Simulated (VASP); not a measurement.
# BeTe (P6_3/mmc) in VASP: a series of runs

BeTe is run at these levels: PBE, HSE06; tasks: single point.

All numbers are computed with VASP 6.6.1; they aren't measurements. Logs are shortened: lines on timing, memory, paths and dates and some standing lists are left out, and cuts for length are marked.

### 1 The cell of the first run

The structure is hexagonal, space group P6_3/mmc (No. 194). Conventional cell: a = 4.031 Å, b = 4.031 Å, c = 8.144 Å, α = 90.00°, β = 90.00°, γ = 120.00°. Be (site symmetry -6m2) has 3 Te at 2.33 Å within 3.1 Å. Within 3.1 Å of Te (site symmetry -6m2) lie 3 Be at 2.33 Å.

### 2 Single point, PBE, non-collinear spin, zero start, spin-orbit coupling

File INCAR:

```
  PREC = Accurate
  ENCUT = 520
  EDIFF = 1E-6
  ISMEAR = 0
  SIGMA = 0.01
  LREAL = False
  LASPH = True
  NELM = 150
  ALGO = Normal
  ISIF = 2
  LWAVE = False
  LCHARG = False
  MAGMOM = 0 0 0 0 0 0 0 0 0 0 0 0
  LORBIT = 11
  LSORBIT = True
  GGA_COMPAT = False
  LORBMOM = True
  GGA = PE
  NBANDS = 30
```

File KPOINTS:

```
regular mesh
0
Gamma
  6 6 2
```

File POSCAR:

```
BeTe
1.0
    4.0308527370      0.0000000000      0.0000000000
   -2.0154263685      3.4908208692      0.0000000000
    0.0000000000      0.0000000000      8.1440451829
Be Te
2 2
Direct
    0.3333333333      0.6666666667      0.2500000000
    0.6666666667      0.3333333333      0.7500000000
    0.6666666667      0.3333333333      0.2500000000
    0.3333333333      0.6666666667      0.7500000000
```

Potentials or basis: VASP PAW PBE potentials, release 64 (Be, Te).

The run is started by

```
$ cat potpaw_PBE.64/Be/POTCAR potpaw_PBE.64/Te/POTCAR > POTCAR
$ mpirun -np 1 vasp_ncl > vasp.out
```

OUTCAR:

```text
PREC = Accurate
   ENCUT = 520
   EDIFF = 1E-6
   ISMEAR = 0
   LREAL = False
   LASPH = True
   NELM = 150
   ISIF = 2
   LORBIT = 11
   LSORBIT = True
   GGA = PE

 ion  position               nearest neighbor table
   1  0.333  0.667  0.250-   3 2.33   3 2.33   3 2.33
   2  0.667  0.333  0.750-   4 2.33   4 2.33   4 2.33
   3  0.667  0.333  0.250-   1 2.33   1 2.33   1 2.33
   4  0.333  0.667  0.750-   2 2.33   2 2.33   2 2.33

  LATTYP: Found a hexagonal cell.
 ALAT       =     4.0308527370
 C/A-ratio  =     2.0204273672

  Lattice vectors:

 A1 = (   4.0308527370,   0.0000000000,   0.0000000000)
 A2 = (  -2.0154263685,   3.4908208692,   0.0000000000)
 A3 = (   0.0000000000,   0.0000000000,   8.1440451829)

Analysis of symmetry for initial positions (statically):
=====================================================================
 Subroutine PRICEL returns:
 Original cell was already a primitive cell.

 Routine SETGRP: Setting up the symmetry group for a
 hexagonal supercell.

 Subroutine GETGRP returns: Found 24 space group operations
 (whereof 12 operations were pure point group operations)
 out of a pool of 24 trial point group operations.

The static configuration has the point symmetry D_3d.
 The point group associated with its full space group is D_6h.

Analysis of symmetry for dynamics (positions and initial velocities):
=====================================================================
 Subroutine PRICEL returns:
 Original cell was already a primitive cell.

 Routine SETGRP: Setting up the symmetry group for a
 hexagonal supercell.

 Subroutine GETGRP returns: Found 24 space group operations
 (whereof 12 operations were pure point group operations)
 out of a pool of 24 trial point group operations.

The dynamic configuration has the point symmetry D_3d.
 The point group associated with its full space group is D_6h.

Analysis of structural, dynamic, and magnetic symmetry:
=====================================================================
 Subroutine PRICEL returns:
 Original cell was already a primitive cell.

 Routine SETGRP: Setting up the symmetry group for a
 hexagonal supercell.

 Subroutine GETGRP returns: Found 24 space group operations
 (whereof 12 operations were pure point group operations)
 out of a pool of 24 trial point group operations.

The overall configuration has the point symmetry D_3d.
 The point group associated with its full space group is D_6h.

 Subroutine INISYM returns: Found 24 space group operations
 (whereof 12 operations are pure point group operations),
 and found     1 'primitive' translations

----------------------------------------------------------------------------------------

                                     Primitive cell

  volume of cell :     114.5947

  direct lattice vectors                    reciprocal lattice vectors
     4.030852737  0.000000000  0.000000000     0.248086463  0.143232786  0.000000000
    -2.015426369  3.490820869  0.000000000     0.000000000  0.286465573  0.000000000
     0.000000000  0.000000000  8.144045183     0.000000000  0.000000000  0.122789103

  length of vectors
     4.030852737  4.030852737  8.144045183     0.286465573  0.286465573  0.122789103

  position of ions in fractional coordinates (direct lattice)
     0.333333333  0.666666667  0.250000000
     0.666666667  0.333333333  0.750000000
     0.666666667  0.333333333  0.250000000
     0.333333333  0.666666667  0.750000000

  ion indices of the primitive-cell ions
   primitive index   ion index
                 1           1
                 2           2
                 3           3
                 4           4

[... 100 lines left out ...]
 number of electron      16.0000001 magnetization       0.0000000      0.0000000      0.0000000

 number of electron      16.0000001 magnetization       0.0000000     -0.0000000     -0.0000000

 Free energy of the ion-electron system (eV)
  ---------------------------------------------------
  ext. energy  EPLUGINS =         0.00000000
  ---------------------------------------------------
  free energy    TOTEN  =       -14.45372282 eV

  energy without entropy =      -14.45372282  energy(sigma->0) =      -14.45372282

 E-fermi :   2.4112     XC(G=0):  -7.9050

 val. band max:        2.3551347793   @ k =   0.3333   0.1667   0.0000
 cond. band min:       5.0653315642   @ k =   0.3333   0.3333   0.5000
 fundamental gap:      2.7101967849
 Fermi energy:         2.4112104487

 k-point     1 :       0.0000    0.0000    0.0000
  band No.  band energies     occupation
      1      -8.7771      1.00000
      2      -8.7771      1.00000
      3      -8.4843      1.00000
      4      -8.4843      1.00000
      5      -0.7005      1.00000
      6      -0.7005      1.00000
[... 423 lines left out ...]
     27       9.0467      0.00000
     28       9.0467      0.00000
 [bands above 28 left out]

------------------------ aborting loop because EDIFF is reached ----------------------------------------

  FORCE on cell =-STRESS in cart. coord.  units (eV):
  Direction    XX          YY          ZZ          XY          YZ          ZX
  --------------------------------------------------------------------------------------
  -------------------------------------------------------------------------------------
  Total        0.4267110      0.4267110      0.1564486     -0.0000000      0.0000000      0.0000000
  in kB        5.9659514      5.9659514      2.1873468     -0.0000000      0.0000000      0.0000000
  external PRESSURE =       4.7064165 kB  Pullay stress =       0.0000000 kB

 VOLUME and BASIS-vectors are now :
 -----------------------------------------------------------------------------
  energy-cutoff  :      520.00
  volume of cell :      114.59
      direct lattice vectors                 reciprocal lattice vectors
     4.030852737  0.000000000  0.000000000     0.248086463  0.143232786  0.000000000
    -2.015426369  3.490820869  0.000000000     0.000000000  0.286465573  0.000000000
     0.000000000  0.000000000  8.144045183     0.000000000  0.000000000  0.122789103

 POSITION                                       TOTAL-FORCE (eV/Angst)
 -----------------------------------------------------------------------------------
     -0.00000      2.32721      2.03601        -0.000000     -0.000000      0.000000
      2.01543      1.16361      6.10803         0.000000      0.000000      0.000000
      2.01543      1.16361      2.03601         0.000000     -0.000000      0.000000
     -0.00000      2.32721      6.10803        -0.000000      0.000000      0.000000
 -----------------------------------------------------------------------------------
    total drift:                               -0.000000      0.000000     -0.000000

  FREE ENERGIE OF THE ION-ELECTRON SYSTEM (eV)
  ---------------------------------------------------
  free  energy   TOTEN  =       -14.4537228240 eV

  energy  without entropy=      -14.4537228240  energy(sigma->0) =      -14.45372282

 orbital moment (x)

 # of ion     p       d       tot
 ----------------------------------------
  1         0.000   0.000   0.000
  2         0.000   0.000   0.000
  3         0.000   0.000   0.000
  4         0.000  -0.000   0.000
 ----------------------------------------
            0.000   0.000   0.000

 orbital moment (y)

 # of ion     p       d       tot
 ----------------------------------------
  1        -0.000   0.000  -0.000
  2        -0.000   0.000  -0.000
  3        -0.000  -0.000  -0.000
  4         0.000  -0.000   0.000
 ----------------------------------------
            0.000  -0.000   0.000

 orbital moment (z)

 # of ion     p       d       tot
 ----------------------------------------
  1         0.000   0.000   0.000
  2         0.000   0.000   0.000
  3         0.000   0.000   0.000
  4         0.000   0.000   0.000
 ----------------------------------------
            0.000   0.000   0.000

 Spin-Orbit-Coupling matrix elements

 Ion:    1  E_soc:     -0.0000176
 l=   1
     0.0000000    -0.0000037    -0.0000015
    -0.0000037     0.0000000    -0.0000037
    -0.0000015    -0.0000037     0.0000000
 l=   2
     0.0000000     0.0000000     0.0000000     0.0000000     0.0000000
     0.0000000     0.0000000     0.0000000     0.0000000     0.0000000
     0.0000000     0.0000000     0.0000000     0.0000000     0.0000000
     0.0000000     0.0000000     0.0000000     0.0000000     0.0000000
     0.0000000     0.0000000     0.0000000     0.0000000     0.0000000
 l=   3
     0.0000000     0.0000000     0.0000000     0.0000000     0.0000000     0.0000000     0.0000000
     0.0000000     0.0000000     0.0000000     0.0000000     0.0000000     0.0000000     0.0000000
     0.0000000     0.0000000     0.0000000     0.0000000     0.0000000     0.0000000     0.0000000
     0.0000000     0.0000000     0.0000000     0.0000000     0.0000000     0.0000000     0.0000000
[... 49 lines left out ...]
 l=   2
     0.0000000    -0.0000230     0.0000000    -0.0000230    -0.0001705
    -0.0000230     0.0000000    -0.0000215    -0.0000031    -0.0000230
     0.0000000    -0.0000215     0.0000000    -0.0000215     0.0000000
    -0.0000230    -0.0000031    -0.0000215     0.0000000    -0.0000230
    -0.0001705    -0.0000230     0.0000000    -0.0000230     0.0000000
 l=   3
     0.0000000     0.0000000     0.0000000     0.0000000     0.0000000     0.0000000     0.0000000
     0.0000000     0.0000000     0.0000000     0.0000000     0.0000000     0.0000000     0.0000000
     0.0000000     0.0000000     0.0000000     0.0000000     0.0000000     0.0000000     0.0000000
     0.0000000     0.0000000     0.0000000     0.0000000     0.0000000     0.0000000     0.0000000
     0.0000000     0.0000000     0.0000000     0.0000000     0.0000000     0.0000000     0.0000000
     0.0000000     0.0000000     0.0000000     0.0000000     0.0000000     0.0000000     0.0000000
     0.0000000     0.0000000     0.0000000     0.0000000     0.0000000     0.0000000     0.0000000

 total charge

# of ion       s       p       d       tot
------------------------------------------
    1        0.395   0.548   0.000   0.943
    2        0.395   0.548   0.000   0.943
    3        1.322   2.173   0.024   3.519
    4        1.322   2.173   0.024   3.519
--------------------------------------------------
tot          3.435   5.441   0.048   8.924

 magnetization (x)

# of ion       s       p       d       tot
------------------------------------------
    1        0.000  -0.000   0.000  -0.000
    2        0.000  -0.000   0.000  -0.000
    3        0.000  -0.000  -0.000  -0.000
    4        0.000  -0.000   0.000  -0.000
--------------------------------------------------
tot          0.000  -0.000  -0.000  -0.000

 magnetization (y)

# of ion       s       p       d       tot
------------------------------------------
    1        0.000   0.000   0.000   0.000
    2        0.000   0.000   0.000   0.000
    3        0.000   0.000   0.000   0.000
    4        0.000   0.000   0.000   0.000
--------------------------------------------------
tot          0.000   0.000   0.000   0.000

 magnetization (z)

# of ion       s       p       d       tot
------------------------------------------
    1        0.000   0.000   0.000   0.000
    2        0.000   0.000   0.000   0.000
    3        0.000   0.000   0.000   0.000
    4        0.000   0.000   0.000   0.000
--------------------------------------------------
tot          0.000   0.000   0.000   0.000
```

Run time: 2.4 min. Hardware: 1 thread of Intel Xeon 6975P-C, shared host; peak memory 0.48 GiB.

Results:

```
Free energy                                           : -14.4537 eV
Pressure                                              : 0.5 GPa
Net moment                                            : 0.00 μB per cell
Valence electrons inside the program's atomic spheres : Be 0.94; Te 3.52
```

Moments on the atoms (μB; x, y, z):
```
Be  0.00 0.00 0.00
Be  0.00 0.00 0.00
Te  0.00 0.00 0.00
Te  0.00 0.00 0.00
```

Caveat: the k points lie up to 0.39 Å⁻¹ apart.

### 3 Single point, HSE06

POSCAR is that of step 2.

File INCAR.step1:

```
SYSTEM = BeTe
ALGO = Normal ; EDIFF = 1E-5
ENCUT = 520 ; GGA = PE
ISIF = 2 ; ISMEAR = 0
LASPH = .True. ; LCHARG = .False.
LREAL = .False. ; LWAVE = .True.
NBANDS = 16 ; NELM = 100
PREC = Accurate ; SIGMA = 0.01
```

File INCAR.step2:

```
SYSTEM = BeTe
ALGO = Normal ; EDIFF = 1E-6
ENCUT = 520 ; GGA = PE
HFSCREEN = 0.2079 ; ISIF = 2
ISMEAR = 0 ; ISTART = 1
LASPH = .True. ; LCHARG = .False.
LHFCALC = .True. ; LREAL = .False.
LWAVE = .False. ; NBANDS = 16
NELM = 100 ; PREC = Accurate
PRECFOCK = Normal ; SIGMA = 0.01
```

File KPOINTS:

```
k-points
0
Gamma
  6 6 2
  0 0 0
```

Potentials or basis: VASP PAW PBE potentials, release 64 (Be, Te).

The run is started by

```
$ cat potpaw_PBE.64/Be/POTCAR potpaw_PBE.64/Te/POTCAR > POTCAR
$ cp INCAR.step1 INCAR
$ mpirun -np 1 vasp_std > vasp.out
$ cp INCAR.step2 INCAR
$ mpirun -np 1 vasp_std > vasp.out
```

OUTCAR:

```text
SYSTEM = BeTe
   EDIFF = 1E-6
   ENCUT = 520
   GGA = PE
   HFSCREEN = 0.2079
   ISIF = 2
   ISMEAR = 0
   ISTART = 1
   LASPH = .True.
   LHFCALC = .True.
   LREAL = .False.
   NELM = 100
   PREC = Accurate
   PRECFOCK = Normal

 ion  position               nearest neighbor table
   1  0.333  0.667  0.250-   3 2.33   3 2.33   3 2.33
   2  0.667  0.333  0.750-   4 2.33   4 2.33   4 2.33
   3  0.667  0.333  0.250-   1 2.33   1 2.33   1 2.33
   4  0.333  0.667  0.750-   2 2.33   2 2.33   2 2.33

[... 464 lines left out ...]
  Direction    XX          YY          ZZ          XY          YZ          ZX
  --------------------------------------------------------------------------------------
  -------------------------------------------------------------------------------------
  Total       -0.4713944     -0.4713944      0.0480799      0.0000000      0.0000000     -0.0000000
  in kB       -6.5906821     -6.5906821      0.6722175      0.0000000      0.0000000     -0.0000000
  external PRESSURE =      -4.1697156 kB  Pullay stress =       0.0000000 kB

 VOLUME and BASIS-vectors are now :
 -----------------------------------------------------------------------------
  energy-cutoff  :      520.00
  volume of cell :      114.59
      direct lattice vectors                 reciprocal lattice vectors
     4.030852737  0.000000000  0.000000000     0.248086463  0.143232786  0.000000000
    -2.015426369  3.490820869  0.000000000     0.000000000  0.286465573  0.000000000
     0.000000000  0.000000000  8.144045183     0.000000000  0.000000000  0.122789103

 POSITION                                       TOTAL-FORCE (eV/Angst)
 -----------------------------------------------------------------------------------
     -0.00000      2.32721      2.03601        -0.000000      0.000000     -0.000000
      2.01543      1.16361      6.10803         0.000000     -0.000000      0.000000
      2.01543      1.16361      2.03601        -0.000000     -0.000000      0.000000
     -0.00000      2.32721      6.10803         0.000000      0.000000     -0.000000
 -----------------------------------------------------------------------------------
    total drift:                               -0.000000      0.000000     -0.000000

  FREE ENERGIE OF THE ION-ELECTRON SYSTEM (eV)
  ---------------------------------------------------
  free  energy   TOTEN  =       -16.4955696749 eV

  energy  without entropy=      -16.4955696749  energy(sigma->0) =      -16.49556967
```

OSZICAR.step1:

```text
N       E                     dE             d eps       ncg     rms          rms(c)
DAV:   1     0.565883800887E+02    0.56588E+02   -0.55074E+03   448   0.778E+02
DAV:   2    -0.100504653516E+02   -0.66639E+02   -0.61068E+02   632   0.125E+02
DAV:   3    -0.143993378354E+02   -0.43489E+01   -0.43288E+01   616   0.363E+01
DAV:   4    -0.144889755087E+02   -0.89638E-01   -0.89628E-01   632   0.567E+00
DAV:   5    -0.144895790293E+02   -0.60352E-03   -0.60351E-03   632   0.439E-01    0.524E+00
DAV:   6    -0.143294784362E+02    0.16010E+00   -0.10268E-01   576   0.152E+00    0.331E+00
DAV:   7    -0.142792170160E+02    0.50261E-01   -0.22734E-01   544   0.221E+00    0.356E-01
DAV:   8    -0.142803082394E+02   -0.10912E-02   -0.12361E-02   488   0.628E-01    0.570E-02
DAV:   9    -0.142803416307E+02   -0.33391E-04   -0.28870E-04   632   0.108E-01    0.454E-02
DAV:  10    -0.142804801416E+02   -0.13851E-03   -0.15455E-04   496   0.658E-02    0.831E-03
DAV:  11    -0.142804903989E+02   -0.10257E-04   -0.88820E-06   472   0.169E-02    0.476E-03
DAV:  12    -0.142804940325E+02   -0.36336E-05   -0.64240E-06   400   0.134E-02
   1 F= -.14280494E+02 E0= -.14280494E+02  d E =-.244329E-21
```

Run time: 20 min. Hardware: 1 thread of AMD EPYC 9R45 (Zen 5), shared host; peak memory 0.34 GiB.

Results:

- Free energy: -16.4956 eV
- Pressure: -0.4 GPa
- Band gap on the k mesh: 3.58 eV, indirect (least direct gap 3.71 eV)

Caveat: the PAW data sets were made with another functional, which shifts forces and pressure a little; spin-orbit coupling is left out, which moves the levels of the heavy elements.
